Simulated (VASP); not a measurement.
# Au (Fm-3m) in VASP: a series of runs, part 2 of 2

VASP 6.6.1. The steps go on from the part before.

### 4 Single point, PBEsol

The input, INCAR:

```
PREC = Accurate
ENCUT = 520
EDIFF = 1E-6
ISMEAR = -1
SIGMA = 0.06
LREAL = F
LASPH = T
NELM = 60
ALGO = Normal
ISIF = 2
LWAVE = F
LCHARG = F
GGA = PS
NBANDS = 12
```

The input, KPOINTS:

```
regular mesh
0
Gamma
  12 12 12
```

The input, POSCAR:

```
Au
1.0
    0.0000000000      2.0568105000      2.0568105000
    2.0568105000      0.0000000000      2.0568105000
    2.0568105000      2.0568105000      0.0000000000
Au
1
Direct
    0.0000000000      0.0000000000      0.0000000000
```

Potentials or basis: VASP PAW PBE potentials, release 64 (Au).

Started as:

```sh
> cat potpaw_PBE.64/Au/POTCAR > POTCAR
> mpirun -np 1 vasp_std > vasp.out
```

OUTCAR:

```text
PREC = Accurate
   ENCUT = 520
   EDIFF = 1E-6
   ISMEAR = -1
   LREAL = F
   LASPH = T
   NELM = 60
   ISIF = 2
   GGA = PS

 ion  position               nearest neighbor table
   1  0.000  0.000  0.000-

  LATTYP: Found a face centered cubic cell.
 ALAT       =     4.1136210000

  Lattice vectors:

 A1 = (   0.0000000000,   2.0568105000,   2.0568105000)
 A2 = (   2.0568105000,   0.0000000000,   2.0568105000)
 A3 = (   2.0568105000,   2.0568105000,   0.0000000000)

Analysis of symmetry for initial positions (statically):
=====================================================================
 Subroutine PRICEL returns:
 Original cell was already a primitive cell.

 Routine SETGRP: Setting up the symmetry group for a
 face centered cubic supercell.

 Subroutine GETGRP returns: Found 48 space group operations
 (whereof 48 operations were pure point group operations)
 out of a pool of 48 trial point group operations.

The static configuration has the point symmetry O_h .

Analysis of symmetry for dynamics (positions and initial velocities):
=====================================================================
 Subroutine PRICEL returns:
 Original cell was already a primitive cell.

 Routine SETGRP: Setting up the symmetry group for a
 face centered cubic supercell.

 Subroutine GETGRP returns: Found 48 space group operations
 (whereof 48 operations were pure point group operations)
 out of a pool of 48 trial point group operations.

The dynamic configuration has the point symmetry O_h .

 Subroutine INISYM returns: Found 48 space group operations
 (whereof 48 operations are pure point group operations),
 and found     1 'primitive' translations

----------------------------------------------------------------------------------------

                                     Primitive cell

  volume of cell :      17.4025

[... 107 lines left out ...]
  volume/ion in A,a.u.               =      17.40       117.44
  Fermi-wavevector in a.u.,A,eV,Ry     =   1.404973  2.655015 26.857225  1.973950
  Thomas-Fermi vector in A             =   2.527481
   LORBIT       =      0    0 simple, 1 ext, 2 COOP (PROOUT), +10 PAW based schemes
   GGA     = PS    functional components
   LHFCALC =     F    Hartree Fock is set to
   AEXX    =    0.0000 exact exchange contribution
   IVDW    =     0    specifies the selected vdW correction
   LEPSILON=     F    determine dielectric tensor
   LRPA    =     F    only Hartree local field effects (RPA)
 non-spin polarized calculation
  energy-cutoff  :      520.00
  volume of cell :       17.40
 maximum number of plane-waves:       487
 NGX is ok and might be reduce to    24
   NGX = 11   NGY = 11   NGZ = 11

 number of electron      11.0000001 magnetization

 Free energy of the ion-electron system (eV)
  ---------------------------------------------------
  ext. energy  EPLUGINS =         0.00000000
  ---------------------------------------------------
  free energy    TOTEN  =        -3.91222338 eV

  energy without entropy =       -3.90715719  energy(sigma->0) =       -3.90969028

 E-fermi :   8.8593     XC(G=0): -12.7617

 val. band max:        8.8095741981   @ k =   0.5000   0.3333   0.1667
 cond. band min:       8.9862065769   @ k =   0.5000   0.2500   0.0833
 fundamental gap:      0.1766323788
 Fermi energy:         8.8593473462

 k-point     1 :       0.0000    0.0000    0.0000
  band No.  band energies     occupation
      1      -0.7683      2.00000
      2       4.3622      2.00000
      3       4.3622      2.00000
      4       4.3622      2.00000
      5       5.8372      2.00000
      6       5.8372      2.00000
      7      23.4566      0.00000
      8      27.3318      0.00000
      9      27.3318      0.00000
     10      27.3318      0.00000
     11      32.1320      0.00000
     12      36.5655      0.00000
[... 331 lines left out ...]
 k-point    24 :      -0.4167    0.1667    0.0000
  band No.  band energies     occupation
      1       2.4269      2.00000
      2       3.9767      2.00000
      3       4.8256      2.00000
      4       5.2541      2.00000
      5       6.7839      2.00000
      6      10.1373      0.00000
      7      12.3541      0.00000
      8      21.5930      0.00000
      9      24.4328      0.00000
     10      24.9561      0.00000
     11      33.3109      0.00000
     12      33.9554      0.00000

 [... further k-points ...]
[... 5 lines left out ...]
  --------------------------------------------------------------------------------------
  -------------------------------------------------------------------------------------
  Total       -0.4253201     -0.4253201     -0.4253201     -0.0000000      0.0000000      0.0000000
  in kB      -39.1573789    -39.1573789    -39.1573789     -0.0000000      0.0000000      0.0000000
  external PRESSURE =     -39.1573789 kB  Pullay stress =       0.0000000 kB

 VOLUME and BASIS-vectors are now :
 -----------------------------------------------------------------------------
  energy-cutoff  :      520.00
  volume of cell :       17.40
      direct lattice vectors                 reciprocal lattice vectors
     0.000000000  2.056810500  2.056810500    -0.243094831  0.243094831  0.243094831
     2.056810500  0.000000000  2.056810500     0.243094831 -0.243094831  0.243094831
     2.056810500  2.056810500  0.000000000     0.243094831  0.243094831 -0.243094831

 POSITION                                       TOTAL-FORCE (eV/Angst)
 -----------------------------------------------------------------------------------
      0.00000      0.00000      0.00000         0.000000      0.000000      0.000000
 -----------------------------------------------------------------------------------
    total drift:                               -0.000000      0.000000      0.000000

  FREE ENERGIE OF THE ION-ELECTRON SYSTEM (eV)
  ---------------------------------------------------
  free  energy   TOTEN  =        -3.9122233761 eV

  energy  without entropy=       -3.9071571908  energy(sigma->0) =       -3.90969028
```

stdout:

```text
POSCAR found type information on POSCAR Au
 POSCAR found :  1 types and       1 ions
 scaLAPACK will be used
 -----------------------------------------------------------------------------
|                                                                             |
|                                                                             |
|     You enforced a specific xc type in the INCAR file but a different       |
|     I HOPE YOU KNOW WHAT YOU ARE DOING!                                     |
|                                                                             |
 -----------------------------------------------------------------------------

 LDA part: xc-table for (Slater+PW92), standard interpolation
 POSCAR, INCAR and KPOINTS ok, starting setup
 FFT: planning ... GRIDC
 FFT: planning ... GRID_SOFT
 FFT: planning ... GRID
 WAVECAR not read
 entering main loop
```

It took 5.1 s on 1 thread of Intel Xeon 6975P-C, shared host; peak memory 0.15 GiB.

What came out:

| Quantity | Value |
| --- | --- |
| Free energy | -3.9122 eV |
| Pressure | -3.9 GPa |

Caveat: the PAW data sets were made with another functional, which shifts forces and pressure a little; spin-orbit coupling is left out, which moves the levels of the heavy elements.

### 5 Summary

| level | potentials or basis | gap on the mesh (eV) | pressure (GPa) |
| --- | --- | --- | --- |
| LDA | VASP PAW LDA potentials, release 64 (Au) | none | -7.7 |
| PBE | VASP PAW PBE potentials, release 64 (Au) | none | 4.7 |
| PBEsol | VASP PAW PBE potentials, release 64 (Au) | none | -3.9 |

Alike in all rows: task single point; no spin polarisation; cell as given; k mesh 12 × 12 × 12; cutoff (eV) 520; smearing fermi-dirac 0.06 eV.

Caveats: spin-orbit coupling is left out, which moves the levels of the heavy elements; the PAW data sets were made with another functional, which shifts forces and pressure a little (some runs).

Total energies depend on the potentials used, so only differences within one code and one set of settings carry meaning.
